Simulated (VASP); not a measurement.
CoSi2:

```xyz
3
Lattice="0.0000 2.7254 2.7254 2.7254 0.0000 2.7254 2.7254 2.7254 0.0000" Properties=species:S:1:pos:R:3 pbc="T T T"
Co    0.0000    0.0000    0.0000
Si    1.3627    1.3627    1.3627
Si    4.0881    4.0881    4.0881
```

Base run:

| Quantity | Value |
| --- | --- |
| Program | VASP 6.6.1 |
| Functional | PBEsol |
| Potentials or basis | VASP PAW PBE potentials, release 64 (Co, Si) |
| Cutoff | 520 eV |
| k mesh | 14 × 14 × 14 |
| Occupations | gaussian, width 0.15 eV |
| Spin | collinear spin, ferromagnetic start |
| Starting moments | [1.65, 0.0, 0.0] μB |
| Fixed moment | 1.65 μB |

Its results: pressure -2.3 GPa; site moments Co +1.06; Si +0.13 μB.

Q: The run is repeated on the same cell with these changes: fixed moment from 1.65 μB to 1.375 μB; moments at the start from [1.65, 0.0, 0.0] to [1.38, 0.0, 0.0]. What comes out?

A: Pressure -4.9 GPa; site moments Co +0.89; Si +0.10 μB.

Caveats: the PAW data sets were made with another functional, which shifts forces and pressure a little; the total moment is fixed, so each spin has its own Fermi level.
